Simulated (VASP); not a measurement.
# In (I4/mmm) in VASP: single point with r2SCAN

Aim: the single point of In with r2SCAN.

Program: VASP 6.6.1. These are calculated values, not measurements. Logs are shortened: lines on timing, memory, paths and dates and some standing lists are left out, and cuts for length are marked.

## 1. The cell of the first run

Symmetry: I4/mmm, No. 139, tetragonal system. The conventional cell has a = 3.252 Å, b = 3.252 Å, c = 4.948 Å, α = 90.00°, β = 90.00°, γ = 90.00°. In (site symmetry 4/mmm) has 12 In at 3.25 to 3.38 Å within 4.3 Å.

## 2. Single point, r2SCAN

POSCAR reads:

```
In
1.0
   -1.6261500000      1.6261500000      2.4739500000
    1.6261500000     -1.6261500000      2.4739500000
    1.6261500000      1.6261500000     -2.4739500000
In
1
Direct
    0.0000000000      0.0000000000      0.0000000000
```

INCAR.step1 reads:

```
  PREC = Accurate
  ENCUT = 520
  ISMEAR = 0
  SIGMA = 0.15
  LREAL = F
  LASPH = T
  NELM = 60
  NBANDS = 12
  GGA = PE
  ALGO = Normal
  EDIFF = 1E-4
  LWAVE = T
  LCHARG = F
```

INCAR.step2 reads:

```
  PREC = Accurate
  ENCUT = 520
  EDIFF = 1E-7
  ISMEAR = 0
  SIGMA = 0.15
  LREAL = F
  LASPH = T
  NELM = 60
  ALGO = Normal
  ISIF = 2
  LWAVE = F
  LCHARG = F
  METAGGA = R2SCAN
  LMIXTAU = T
  NBANDS = 12
  ISTART = 1
```

KPOINTS reads:

```
Automatic mesh
0
Gamma
  22 22 22
```

Potentials or basis: VASP PAW PBE potentials, release 64 (In_d).

Run with:

```sh
$ cat potpaw_PBE.64/In_d/POTCAR > POTCAR
$ cp INCAR.step1 INCAR
$ mpirun -np 1 vasp_std > vasp.out
$ cp INCAR.step2 INCAR
$ mpirun -np 1 vasp_std > vasp.out
```

OUTCAR:

```text
PREC = Accurate
   ENCUT = 520
   EDIFF = 1E-7
   ISMEAR = 0
   LREAL = F
   LASPH = T
   NELM = 60
   ISIF = 2
   METAGGA = R2SCAN
   ISTART = 1

 ion  position               nearest neighbor table
   1  0.000  0.000  0.000-

  LATTYP: Found a body centered tetragonal cell.
 ALAT       =     3.2523000000
 C/A-ratio  =     1.5213541186

  Lattice vectors:

 A1 = (  -1.6261500000,   1.6261500000,   2.4739500000)
 A2 = (   1.6261500000,  -1.6261500000,   2.4739500000)
 A3 = (   1.6261500000,   1.6261500000,  -2.4739500000)

Analysis of symmetry for initial positions (statically):
=====================================================================
 Subroutine PRICEL returns:
 Original cell was already a primitive cell.

 Routine SETGRP: Setting up the symmetry group for a
 body centered tetragonal supercell.

 Subroutine GETGRP returns: Found 16 space group operations
 (whereof 16 operations were pure point group operations)
 out of a pool of 16 trial point group operations.

The static configuration has the point symmetry D_4h.

Analysis of symmetry for dynamics (positions and initial velocities):
=====================================================================
 Subroutine PRICEL returns:
 Original cell was already a primitive cell.

 Routine SETGRP: Setting up the symmetry group for a
 body centered tetragonal supercell.

 Subroutine GETGRP returns: Found 16 space group operations
 (whereof 16 operations were pure point group operations)
 out of a pool of 16 trial point group operations.

The dynamic configuration has the point symmetry D_4h.

 Subroutine INISYM returns: Found 16 space group operations
 (whereof 16 operations are pure point group operations),
 and found     1 'primitive' translations

----------------------------------------------------------------------------------------

                                     Primitive cell

  volume of cell :      26.1681

  direct lattice vectors                    reciprocal lattice vectors
    -1.626150000  1.626150000  2.473950000     0.000000000  0.307474710  0.202105944
     1.626150000 -1.626150000  2.473950000     0.307474710  0.000000000  0.202105944
     1.626150000  1.626150000 -2.473950000     0.307474710  0.307474710  0.000000000

  length of vectors
     3.377744254  3.377744254  3.377744254     0.367950418  0.367950418  0.434834905

  position of ions in fractional coordinates (direct lattice)
     0.000000000  0.000000000  0.000000000

  ion indices of the primitive-cell ions
[... 77 lines left out ...]
   NSW    =      0    number of steps for IOM
   IBRION =     -1    ionic relax: 0-MD 1-quasi-New 2-CG
   NFREE  =      0    steps in history (QN), initial steepest desc. (CG)
   ISIF   =      2    stress and relaxation
   ISYM   =      2    0-nonsym 1-usesym 2-fastsym
   POTIM  = 0.5000    time-step for ionic-motion
   TEBEG  =    0.0;   TEEND  =   0.0 temperature during run
   PSTRESS=    0.0 pullay stress
   NELECT =      13.0000    total number of electrons
   NUPDOWN=      -1.0000    fix difference up-down
   EMIN   =  10.00;   EMAX   =-10.00  energy-range for DOS
   EFERMI =   0.00;   METHOD = LEGACY
   ISMEAR =     0;   SIGMA  =   0.15  broadening in eV -4-tet -1-fermi 0-gaus
   EFERMI_NEDOS =   21; number of points for ismear=-14 and -15
   IALGO  =     38    algorithm
   IMIX   =      4    mixing-type and parameters
     AMIX     =   0.40;   BMIX     =  1.00
     AMIX_MAG =   1.60;   BMIX_MAG =  1.00
  volume/ion in A,a.u.               =      26.17       176.59
  Fermi-wavevector in a.u.,A,eV,Ry     =   1.296578  2.450177 22.872944  1.681114
  Thomas-Fermi vector in A             =   2.428025
   LORBIT       =      0    0 simple, 1 ext, 2 COOP (PROOUT), +10 PAW based schemes
   METAGGA = R2SCAN    functional components
   LHFCALC =     F    Hartree Fock is set to
   AEXX    =    0.0000 exact exchange contribution
   IVDW    =     0    specifies the selected vdW correction
   LEPSILON=     F    determine dielectric tensor
   LRPA    =     F    only Hartree local field effects (RPA)
 non-spin polarized calculation
 Gauss-broadening in eV      SIGMA  =   0.15
  energy-cutoff  :      520.00
  volume of cell :       26.17
 maximum number of plane-waves:       720
 NGX is ok and might be reduce to    28
   NGX = 13   NGY = 13   NGZ = 13

 number of electron      13.0000006 magnetization

 Free energy of the ion-electron system (eV)
  ---------------------------------------------------
  ext. energy  EPLUGINS =         0.00000000
  ---------------------------------------------------
  free energy    TOTEN  =       -22.57595633 eV

  energy without entropy =      -22.57166585  energy(sigma->0) =      -22.57381109

 E-fermi :   7.5023     XC(G=0): -11.0751

 val. band max:        7.4991240815   @ k =  -0.2727   0.4091   0.0909
 cond. band min:       7.5199677981   @ k =  -0.1818  -0.4091   0.1364
 fundamental gap:      0.0208437166
 Fermi energy:         7.5023489180

 k-point     1 :       0.0000    0.0000    0.0000
  band No.  band energies     occupation
      1      -7.8220      2.00000
      2      -7.7111      2.00000
      3      -7.7111      2.00000
      4      -7.6283      2.00000
      5      -7.5144      2.00000
      6      -2.5528      2.00000
      7      18.6370      0.00000
      8      18.6370      0.00000
      9      18.8575      0.00000
     10      19.6717      0.00000
     11      21.9660      0.00000
     12      22.1937      0.00000
[... 331 lines left out ...]
 k-point    24 :      -0.4545    0.0455   -0.0000
  band No.  band energies     occupation
      1      -7.8192      2.00000
      2      -7.7770      2.00000
      3      -7.6913      2.00000
      4      -7.4406      2.00000
      5      -7.3935      2.00000
      6       2.0918      2.00000
      7       5.0731      2.00000
      8      15.2525      0.00000
      9      16.8821      0.00000
     10      18.8719      0.00000
     11      19.8906      0.00000
     12      21.9272      0.00000

 [... further k-points ...]
[... 5 lines left out ...]
  --------------------------------------------------------------------------------------
  -------------------------------------------------------------------------------------
  Total        0.0272980      0.0272980      0.0462440      0.0000000      0.0000000      0.0000000
  in kB        1.6713579      1.6713579      2.8313540      0.0000000      0.0000000      0.0000000
  external PRESSURE =       2.0580233 kB  Pullay stress =       0.0000000 kB

 VOLUME and BASIS-vectors are now :
 -----------------------------------------------------------------------------
  energy-cutoff  :      520.00
  volume of cell :       26.17
      direct lattice vectors                 reciprocal lattice vectors
    -1.626150000  1.626150000  2.473950000     0.000000000  0.307474710  0.202105944
     1.626150000 -1.626150000  2.473950000     0.307474710  0.000000000  0.202105944
     1.626150000  1.626150000 -2.473950000     0.307474710  0.307474710  0.000000000

 POSITION                                       TOTAL-FORCE (eV/Angst)
 -----------------------------------------------------------------------------------
      0.00000      0.00000      0.00000        -0.000000     -0.000000      0.000000
 -----------------------------------------------------------------------------------
    total drift:                               -0.000000     -0.000000     -0.000000

  FREE ENERGIE OF THE ION-ELECTRON SYSTEM (eV)
  ---------------------------------------------------
  free  energy   TOTEN  =       -22.5759563289 eV

  energy  without entropy=      -22.5716658459  energy(sigma->0) =      -22.57381109
```

OSZICAR.step1:

```text
N       E                     dE             d eps       ncg     rms          rms(c)
DAV:   1     0.785436193574E+02    0.78544E+02   -0.62648E+03 20284   0.137E+03
DAV:   2     0.126321765317E+01   -0.77280E+02   -0.75188E+02 20940   0.292E+02
DAV:   3    -0.249351058221E+01   -0.37567E+01   -0.37429E+01 23828   0.646E+01
DAV:   4    -0.257863917724E+01   -0.85129E-01   -0.85102E-01 25300   0.970E+00
DAV:   5    -0.258245290199E+01   -0.38137E-02   -0.38136E-02 27524   0.182E+00    0.230E+00
DAV:   6    -0.255957849254E+01    0.22874E-01   -0.36588E-02 25632   0.391E+00    0.114E+00
DAV:   7    -0.255513465575E+01    0.44438E-02   -0.11513E-02 26240   0.203E+00    0.257E-01
DAV:   8    -0.255486446966E+01    0.27019E-03   -0.91014E-04 28016   0.500E-01    0.334E-02
DAV:   9    -0.255487020419E+01   -0.57345E-05   -0.93524E-06 13080   0.485E-02
   1 F= -.25548702E+01 E0= -.25525802E+01  d E =-.458007E-02
```

It took 20 min on 1 thread of Intel Xeon Platinum 8259CL at 2.50GHz (Skylake/Cascade Lake), shared host; peak memory 0.37 GiB.

What came out:

```yaml
Free_energy: -22.5760 eV
Pressure: 0.2 GPa
```

Levels at points of the mesh, in eV from the Fermi level:
```csv
k point,band 2,band 3,band 4,band 5,band 6,band 7,band 8,band 9,band 10,band 11
"(0.00, 0.00, 0.00)",-15.21,-15.21,-15.13,-15.02,-10.06,11.13,11.13,11.36,12.17,14.46
"(0.50, 0.00, 0.00)",-15.29,-15.20,-14.93,-14.89,-4.49,-3.60,7.94,9.67,11.85,11.95
"(0.50, 0.50, 0.00)",-15.38,-14.93,-14.91,-14.81,-2.20,-1.58,3.65,4.17,7.55,7.58
"(0.50, 0.50, 0.50)",-15.38,-14.91,-14.88,-14.88,-2.97,-2.91,4.96,4.96,8.40,8.85
```

Caveat: the PAW data sets were made with another functional, which shifts forces and pressure a little; spin-orbit coupling is left out, which moves the levels of the heavy elements.
